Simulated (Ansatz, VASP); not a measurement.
# BAs: VASP beside Ansatz

```
B As
1.0
     0.00000    2.45156    2.45156
     2.45156    0.00000    2.45156
     2.45156    2.45156    0.00000
B As
1 1
Direct
  0.00000 0.00000 0.00000
  0.25000 0.25000 0.25000
```

Alike in both runs: task single point; functional PBE; k mesh 8 × 8 × 8; no spin polarisation.

|  | VASP | Ansatz |
| --- | --- | --- |
| version | VASP 6.6.1 | Ansatz 0.2.0 |
| potentials or method | VASP PAW PBE potentials, release 64 (B, As) | plane waves, PAW |
| plane-wave cutoff (eV) | 520 | 420 |
| occupations | gaussian, width 0.01 eV | fixed |
| valence electrons in the cell | 8 | 18 |

Ansatz gave:

| Item | Value |
| --- | --- |
| gap on the k mesh at the Fermi level (eV) | 1.27 |
| pressure (GPa) | -6.8 |

Problem. What did VASP give for the same quantities?

Solution. gap on the k mesh at the Fermi level (eV): 1.26; pressure (GPa): -6.3.

VASP's potentials hold 8 valence electrons a cell and Ansatz's 18, so a difference there can come from the potentials and not from the codes.
